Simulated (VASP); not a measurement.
# AlN (kpat) (F-43m) in VASP: notebook

AlN (kpat) is run at these levels: PBE; tasks: single point, relaxation of the atoms.

Everything below comes from runs of VASP 6.6.1. Logs are shortened: lines on timing, memory, paths and dates and some standing lists are left out, and cuts for length are marked.

### 1 The cell of the first run

Symmetry: F-43m, No. 216, cubic system. The conventional cell has a = 4.342 Å, b = 4.342 Å, c = 4.342 Å, α = 90.00°, β = 90.00°, γ = 90.00°. Al (site symmetry -43m) has 4 N at 1.88 Å within 2.5 Å. N (site symmetry -43m) has 4 Al at 1.88 Å within 2.5 Å.

### 2 Single point, PBE (strained cell)

Contents of INCAR:

```
PREC     = Accurate       # precision mode
ENCUT    = 520            # plane-wave cutoff, eV
EDIFF    = 1E-6           # SCF threshold, eV
ISMEAR   = 0              # smearing method
SIGMA    = 0.02           # smearing width, eV
LREAL    = False          # projectors in reciprocal space
LASPH    = True           # aspherical terms in the spheres
NELM     = 60             # most SCF steps
ALGO     = Normal         # electronic algorithm
ISIF     = 2              # what is computed and relaxed
LWAVE    = False          # write WAVECAR
LCHARG   = False          # write CHGCAR
GGA      = PE             # functional
NBANDS   = 11             # bands
```

Contents of KPOINTS:

```
regular mesh
0
Gamma
  10 10 10
```

Contents of POSCAR:

```
AlN
1.0
    0.0000000000      2.1710504966      2.1710504966
    2.1710504966      0.0000000000      2.1710504966
    2.1710504966      2.1710504966      0.0000000000
Al N
1 1
Direct
    0.0000000000      0.0000000000      0.0000000000
    0.2500000000      0.2500000000      0.2500000000
```

Potentials or basis: VASP PAW PBE potentials, release 64 (Al, N).

The run is started by

```sh
cat potpaw_PBE.64/Al/POTCAR potpaw_PBE.64/N/POTCAR > POTCAR
mpirun -np 1 vasp_std > vasp.out
```

OUTCAR:

```text
PREC = Accurate
   ENCUT = 520
   EDIFF = 1E-6
   ISMEAR = 0
   LREAL = False
   LASPH = True
   NELM = 60
   ISIF = 2
   GGA = PE

 ion  position               nearest neighbor table
   1  0.000  0.000  0.000-   2 1.88   2 1.88   2 1.88   2 1.88
   2  0.250  0.250  0.250-   1 1.88   1 1.88   1 1.88   1 1.88

  LATTYP: Found a face centered cubic cell.
 ALAT       =     4.3421009932

  Lattice vectors:

 A1 = (   0.0000000000,   2.1710504966,   2.1710504966)
 A2 = (   2.1710504966,   0.0000000000,   2.1710504966)
 A3 = (   2.1710504966,   2.1710504966,   0.0000000000)

Analysis of symmetry for initial positions (statically):
=====================================================================
 Subroutine PRICEL returns:
 Original cell was already a primitive cell.

 Routine SETGRP: Setting up the symmetry group for a
 face centered cubic supercell.

 Subroutine GETGRP returns: Found 24 space group operations
 (whereof 24 operations were pure point group operations)
 out of a pool of 48 trial point group operations.

The static configuration has the point symmetry T_d .

Analysis of symmetry for dynamics (positions and initial velocities):
=====================================================================
 Subroutine PRICEL returns:
 Original cell was already a primitive cell.

 Routine SETGRP: Setting up the symmetry group for a
 face centered cubic supercell.

 Subroutine GETGRP returns: Found 24 space group operations
 (whereof 24 operations were pure point group operations)
 out of a pool of 48 trial point group operations.

The dynamic configuration has the point symmetry T_d .

 Subroutine INISYM returns: Found 24 space group operations
 (whereof 24 operations are pure point group operations),
 and found     1 'primitive' translations

----------------------------------------------------------------------------------------

                                     Primitive cell

  volume of cell :      20.4663

  direct lattice vectors                    reciprocal lattice vectors
     0.000000000  2.171050497  2.171050497    -0.230303257  0.230303257  0.230303257
     2.171050497  0.000000000  2.171050497     0.230303257 -0.230303257  0.230303257
     2.171050497  2.171050497  0.000000000     0.230303257  0.230303257 -0.230303257

  length of vectors
     3.070329057  3.070329057  3.070329057     0.398896942  0.398896942  0.398896942

  position of ions in fractional coordinates (direct lattice)
     0.000000000  0.000000000  0.000000000
     0.250000000  0.250000000  0.250000000

  ion indices of the primitive-cell ions
   primitive index   ion index
                 1           1
                 2           2

----------------------------------------------------------------------------------------

 KPOINTS: regular mesh

Automatic generation of k-mesh.
 Grid dimensions read from file:
 generate k-points for:   10   10   10

 Generating k-lattice:

  Cartesian coordinates                     Fractional coordinates (reciprocal lattice)
    -0.023030326  0.023030326  0.023030326     0.100000000  0.000000000  0.000000000
     0.023030326 -0.023030326  0.023030326     0.000000000  0.100000000  0.000000000
     0.023030326  0.023030326 -0.023030326     0.000000000  0.000000000  0.100000000

  Length of vectors
     0.039889694  0.039889694  0.039889694

  Shift w.r.t. Gamma in fractional coordinates (k-lattice)
     0.000000000  0.000000000  0.000000000

 Subroutine IBZKPT returns following result:
 ===========================================

 Found     47 irreducible k-points:

 Following reciprocal coordinates:
            Coordinates               Weight
  0.000000  0.000000  0.000000      1.000000
  0.100000  0.000000  0.000000      8.000000
  0.200000  0.000000  0.000000      8.000000
  0.300000  0.000000  0.000000      8.000000
  0.400000  0.000000  0.000000      8.000000
  0.500000  0.000000  0.000000      4.000000
[... 16 lines left out ...]
  0.300000  0.300000  0.000000      6.000000
  0.400000  0.300000  0.000000     24.000000
 [... further k-points ...]
   k-points           NKPTS =     47   k-points in BZ     NKDIM =     47   number of bands    NBANDS=     11
   number of dos      NEDOS =    301   number of ions     NIONS =      2
   total plane-waves  NPLWV =  13824
   dimension x,y,z NGX =    24 NGY =   24 NGZ =   24
   dimension x,y,z NGXF=    48 NGYF=   48 NGZF=   48
   ions per type =               1   1
   NGX,Y,Z   is equivalent  to a cutoff of  13.00, 13.00, 13.00 a.u.
   NGXF,Y,Z  is equivalent  to a cutoff of  25.99, 25.99, 25.99 a.u.
 SYSTEM =  unknown system
   PREC   = accura    normal or accurate (medium, high low for compatibility)
   ISTART =      0    job   : 0-new  1-cont  2-samecut
   ICHARG =      2    charge: 1-file 2-atom 10-const
   ISPIN  =      1    spin polarized calculation?
   LNONCOLLINEAR =      F non collinear calculations
   LSORBIT =      F    spin-orbit coupling
   LASPH  =      T    aspherical Exc in radial PAW
   ENCUT  =  520.0 eV  38.22 Ry    6.18 a.u.   5.71  5.71  5.71*2*pi/ulx,y,z
   NELM   =     60;   NELMIN=  2; NELMDL= -5     # of ELM steps
   EDIFF  = 0.1E-05   stopping-criterion for ELM
   LREAL  =      F    real-space projection
   EDIFFG = 0.1E-04   stopping-criterion for IOM
   NSW    =      0    number of steps for IOM
   IBRION =     -1    ionic relax: 0-MD 1-quasi-New 2-CG
   NFREE  =      0    steps in history (QN), initial steepest desc. (CG)
   ISIF   =      2    stress and relaxation
   ISYM   =      2    0-nonsym 1-usesym 2-fastsym
   POTIM  = 0.5000    time-step for ionic-motion
   TEBEG  =    0.0;   TEEND  =   0.0 temperature during run
   PSTRESS=    0.0 pullay stress
   NELECT =       8.0000    total number of electrons
   NUPDOWN=      -1.0000    fix difference up-down
   EMIN   =  10.00;   EMAX   =-10.00  energy-range for DOS
   EFERMI =   0.00;   METHOD = LEGACY
   ISMEAR =     0;   SIGMA  =   0.02  broadening in eV -4-tet -1-fermi 0-gaus
   EFERMI_NEDOS =   21; number of points for ismear=-14 and -15
   IALGO  =     38    algorithm
   IMIX   =      4    mixing-type and parameters
     AMIX     =   0.40;   BMIX     =  1.00
     AMIX_MAG =   1.60;   BMIX_MAG =  1.00
  volume/ion in A,a.u.               =      10.23        69.06
  Fermi-wavevector in a.u.,A,eV,Ry     =   1.196993  2.261989 19.494318  1.432792
  Thomas-Fermi vector in A             =   2.332919
   LORBIT       =      0    0 simple, 1 ext, 2 COOP (PROOUT), +10 PAW based schemes
   GGA     = PE    functional components
   LHFCALC =     F    Hartree Fock is set to
   AEXX    =    0.0000 exact exchange contribution
   IVDW    =     0    specifies the selected vdW correction
   LEPSILON=     F    determine dielectric tensor
   LRPA    =     F    only Hartree local field effects (RPA)
 non-spin polarized calculation
 Gauss-broadening in eV      SIGMA  =   0.02
  energy-cutoff  :      520.00
  volume of cell :       20.47
 maximum number of plane-waves:       568
   NGX = 11   NGY = 11   NGZ = 11

 number of electron       7.9999999 magnetization

 Free energy of the ion-electron system (eV)
  ---------------------------------------------------
  ext. energy  EPLUGINS =         0.00000000
  ---------------------------------------------------
  free energy    TOTEN  =       -14.82525404 eV

  energy without entropy =      -14.82525404  energy(sigma->0) =      -14.82525404

 E-fermi :   6.3429     XC(G=0): -11.0117

 val. band max:        6.1395086105   @ k =   0.0000   0.0000   0.0000
 cond. band min:       9.4662690004   @ k =   0.5000   0.5000   0.0000
 fundamental gap:      3.3267603899
 Fermi energy:         6.3428634571

 k-point     1 :       0.0000    0.0000    0.0000
  band No.  band energies     occupation
      1      -8.9453      2.00000
      2       6.1395      2.00000
      3       6.1395      2.00000
      4       6.1395      2.00000
      5      10.4944      0.00000
      6      18.8776      0.00000
      7      18.8776      0.00000
      8      18.8776      0.00000
      9      23.9719      0.00000
     10      23.9719      0.00000
     11      25.4091      0.00000

 k-point     2 :       0.1000    0.0000    0.0000
  band No.  band energies     occupation
      1      -8.7958      2.00000
      2       5.3281      2.00000
      3       6.0877      2.00000
      4       6.0877      2.00000
      5      11.1501      0.00000
      6      18.4880      0.00000
      7      19.0136      0.00000
      8      19.0136      0.00000
      9      22.7018      0.00000
     10      22.7018      0.00000
     11      24.6124      0.00000

 k-point     3 :       0.2000    0.0000    0.0000
  band No.  band energies     occupation
      1      -8.3700      2.00000
      2       3.7090      2.00000
      3       5.9587      2.00000
      4       5.9587      2.00000
      5      12.2740      0.00000
      6      17.6802      0.00000
      7      18.9279      0.00000
      8      18.9279      0.00000
      9      22.1781      0.00000
     10      22.1781      0.00000
     11      23.7482      0.00000

 k-point     4 :       0.3000    0.0000    0.0000
  band No.  band energies     occupation
      1      -7.7502      2.00000
      2       2.0396      2.00000
      3       5.8106      2.00000
      4       5.8106      2.00000
      5      13.1187      0.00000
      6      16.9046      0.00000
      7      18.2362      0.00000
      8      18.2362      0.00000
      9      23.2739      0.00000
     10      23.2739      0.00000
     11      23.5826      0.00000
[... 239 lines left out ...]
 k-point    22 :      -0.2000    0.2000    0.0000
  band No.  band energies     occupation
      1      -7.5465      2.00000
      2       2.3497      2.00000
      3       4.4305      2.00000
      4       5.8863      2.00000
      5      13.8357      0.00000
      6      16.2348      0.00000
      7      17.7120      0.00000
      8      18.7740      0.00000
      9      21.2710      0.00000
     10      24.8151      0.00000
     11      27.7119      0.00000

 k-point    23 :       0.3000    0.3000    0.0000
  band No.  band energies     occupation
      1      -7.3653      2.00000
      2       2.6014      2.00000
      3       4.8873      2.00000
      4       4.8873      2.00000
      5      11.5270      0.00000
      6      15.9659      0.00000
      7      18.2191      0.00000
      8      20.8472      0.00000
      9      20.8472      0.00000
     10      26.7033      0.00000
     11      30.2244      0.00000

 k-point    24 :       0.4000    0.3000    0.0000
  band No.  band energies     occupation
      1      -6.8896      2.00000
      2       1.9547      2.00000
      3       4.4195      2.00000
      4       4.7222      2.00000
      5      11.0951      0.00000
      6      15.7946      0.00000
      7      18.6091      0.00000
      8      20.9259      0.00000
      9      21.4501      0.00000
     10      27.6596      0.00000
     11      30.0125      0.00000

 [... further k-points ...]

------------------------ aborting loop because EDIFF is reached ----------------------------------------

  FORCE on cell =-STRESS in cart. coord.  units (eV):
  Direction    XX          YY          ZZ          XY          YZ          ZX
  --------------------------------------------------------------------------------------
  -------------------------------------------------------------------------------------
  Total        1.0850167      1.0850167      1.0850167      0.0000000      0.0000000     -0.0000000
  in kB       84.9390173     84.9390173     84.9390173      0.0000000      0.0000000     -0.0000000
  external PRESSURE =      84.9390173 kB  Pullay stress =       0.0000000 kB

 VOLUME and BASIS-vectors are now :
 -----------------------------------------------------------------------------
  energy-cutoff  :      520.00
  volume of cell :       20.47
      direct lattice vectors                 reciprocal lattice vectors
     0.000000000  2.171050497  2.171050497    -0.230303257  0.230303257  0.230303257
     2.171050497  0.000000000  2.171050497     0.230303257 -0.230303257  0.230303257
     2.171050497  2.171050497  0.000000000     0.230303257  0.230303257 -0.230303257

 POSITION                                       TOTAL-FORCE (eV/Angst)
 -----------------------------------------------------------------------------------
      0.00000      0.00000      0.00000        -0.000000      0.000000     -0.000000
      1.08553      1.08553      1.08553         0.000000     -0.000000      0.000000
 -----------------------------------------------------------------------------------
    total drift:                                0.000000      0.000000      0.000000

  FREE ENERGIE OF THE ION-ELECTRON SYSTEM (eV)
  ---------------------------------------------------
  free  energy   TOTEN  =       -14.8252540374 eV

  energy  without entropy=      -14.8252540374  energy(sigma->0) =      -14.82525404
```

Run time: 9.6 s. Hardware: 1 thread of Intel Xeon 8259CL, shared host; peak memory 0.13 GiB.

Results:

```
Free energy            : -14.8253 eV
Pressure               : 8.5 GPa
Band gap on the k mesh : 3.33 eV, indirect (least direct gap 4.35 eV)
```

Caveat: the cell differs from its parent crystal (strained cell). A k mesh can miss the band edges.

### 3 Relaxation of the atoms, PBE (strained cell)

Contents of INCAR:

```
SYSTEM = AlN
ALGO     = Normal         ! electronic algorithm
EDIFF    = 1E-6           ! SCF threshold, eV
EDIFFG   = -0.002         ! ionic threshold
ENCUT    = 520            ! plane-wave cutoff, eV
GGA      = PE             ! functional
IBRION   = 2              ! ionic algorithm
ISIF     = 2              ! what is computed and relaxed
ISMEAR   = 0              ! smearing method
LASPH    = .TRUE.         ! aspherical terms in the spheres
LCHARG   = .FALSE.        ! write CHGCAR
LREAL    = .FALSE.        ! projectors in reciprocal space
LWAVE    = .FALSE.        ! write WAVECAR
NELM     = 60             ! most SCF steps
NSW      = 60             ! ionic steps
PREC     = Accurate       ! precision mode
SIGMA    = 0.02           ! smearing width, eV
```

Contents of KPOINTS:

```
k-points
0
G
  10 10 10
  0 0 0
```

POSCAR is that of step 2.

Potentials or basis: VASP PAW PBE potentials, release 64 (Al, N).

The run is started by

```sh
cat potpaw_PBE.64/Al/POTCAR potpaw_PBE.64/N/POTCAR > POTCAR
mpirun -np 1 vasp_std > vasp.out
```

OUTCAR:

```text
SYSTEM = AlN
   EDIFF = 1E-6
   EDIFFG = -0.002
   ENCUT = 520
   GGA = PE
   IBRION = 2
   ISIF = 2
   ISMEAR = 0
   LASPH = .TRUE.
   LREAL = .FALSE.
   NELM = 60
   NSW = 60
   PREC = Accurate

 ion  position               nearest neighbor table
   1  0.000  0.000  0.000-   2 1.88   2 1.88   2 1.88   2 1.88
   2  0.250  0.250  0.250-   1 1.88   1 1.88   1 1.88   1 1.88

  LATTYP: Found a face centered cubic cell.
 ALAT       =     4.3421009932
[... 456 lines left out ...]

  FORCE on cell =-STRESS in cart. coord.  units (eV):
  Direction    XX          YY          ZZ          XY          YZ          ZX
  --------------------------------------------------------------------------------------
  -------------------------------------------------------------------------------------
  Total        1.0842138      1.0842138      1.0842138      0.0000000      0.0000000      0.0000000
  in kB       84.8761641     84.8761641     84.8761641      0.0000000      0.0000000      0.0000000
  external PRESSURE =      84.8761641 kB  Pullay stress =       0.0000000 kB

 VOLUME and BASIS-vectors are now :
 -----------------------------------------------------------------------------
  energy-cutoff  :      520.00
  volume of cell :       20.47
      direct lattice vectors                 reciprocal lattice vectors
     0.000000000  2.171050497  2.171050497    -0.230303257  0.230303257  0.230303257
     2.171050497  0.000000000  2.171050497     0.230303257 -0.230303257  0.230303257
     2.171050497  2.171050497  0.000000000     0.230303257  0.230303257 -0.230303257

 POSITION                                       TOTAL-FORCE (eV/Angst)
 -----------------------------------------------------------------------------------
      0.00000      0.00000      0.00000         0.000000      0.000000      0.000000
      1.08553      1.08553      1.08553        -0.000000     -0.000000     -0.000000
 -----------------------------------------------------------------------------------
    total drift:                                0.000000      0.000000      0.000000

  FREE ENERGIE OF THE ION-ELECTRON SYSTEM (eV)
  ---------------------------------------------------
  free  energy   TOTEN  =       -14.8252537898 eV

  energy  without entropy=      -14.8252537898  energy(sigma->0) =      -14.82525379

 reached required accuracy - stopping structural energy minimisation
```

OSZICAR:

```text
N       E                     dE             d eps       ncg     rms          rms(c)
DAV:   1     0.120030265558E+02    0.12003E+02   -0.40992E+03   784   0.832E+02
DAV:   2    -0.166537254022E+02   -0.28657E+02   -0.27061E+02   984   0.145E+02
DAV:   3    -0.172386662240E+02   -0.58494E+00   -0.58494E+00   904   0.270E+01
DAV:   4    -0.172405812489E+02   -0.19150E-02   -0.19150E-02  1104   0.140E+00
DAV:   5    -0.172405845152E+02   -0.32663E-05   -0.32663E-05   912   0.466E-02    0.871E+00
DAV:   6    -0.148426011512E+02    0.23980E+01   -0.13447E+01   808   0.238E+01    0.295E+00
DAV:   7    -0.148313212545E+02    0.11280E-01   -0.11553E-01   816   0.345E+00    0.203E+00
DAV:   8    -0.148254372411E+02    0.58840E-02   -0.18068E-02   824   0.186E+00    0.406E-01
DAV:   9    -0.148251518661E+02    0.28537E-03   -0.78149E-04  1080   0.222E-01    0.207E-01
DAV:  10    -0.148252543791E+02   -0.10251E-03   -0.23901E-04   824   0.135E-01    0.287E-02
DAV:  11    -0.148252537898E+02    0.58935E-06   -0.50641E-06  1008   0.183E-02
   1 F= -.14825254E+02 E0= -.14825254E+02  d E =-.148253E+02
```

CONTCAR:

```text
AlN
   1.00000000000000
     0.0000000000000000    2.1710504965999999    2.1710504965999999
     2.1710504965999999    0.0000000000000000    2.1710504965999999
     2.1710504965999999    2.1710504965999999    0.0000000000000000
  Al              N
     1     1
Direct
     0.0000000000000000    0.0000000000000000    0.0000000000000000
     0.2500000000000000    0.2500000000000000    0.2500000000000000

  0.00000000E+00  0.00000000E+00  0.00000000E+00
  0.00000000E+00  0.00000000E+00  0.00000000E+00
```

It took 8.7 s on 1 thread of Intel Xeon 8259CL, shared host; peak memory 0.13 GiB.

What came out:

| Property | Result |
| --- | --- |
| Free energy | -14.8253 eV |
| Pressure after relaxing | 8.5 GPa |
| Band gap on the k mesh | 3.33 eV, indirect (least direct gap 4.35 eV) |

Final structure:
```yaml
crystal:
  lattice:
    - [0.00000, 2.17105, 2.17105]
    - [2.17105, 0.00000, 2.17105]
    - [2.17105, 2.17105, 0.00000]
  atoms:
    - { symbol: Al, position: [0.00000, 0.00000, 0.00000] }
    - { symbol: N, position: [0.25000, 0.25000, 0.25000] }
```

Levels at points of the mesh, in eV from the valence-band top:
| k point | band 2 | band 3 | band 4 | band 5 | band 6 | band 7 |
| --- | --- | --- | --- | --- | --- | --- |
| (0.00, 0.00, 0.00) | 0.00 | 0.00 | 0.00 | 4.35 | 12.74 | 12.74 |
| (0.50, 0.00, 0.00) | -5.93 | -0.48 | -0.48 | 7.54 | 9.99 | 11.26 |
| (0.50, 0.50, 0.00) | -4.96 | -1.79 | -1.79 | 3.33 | 8.72 | 14.20 |

Caveat: the cell differs from its parent crystal (strained cell); the relaxation stopped at its first step, so nothing moved.
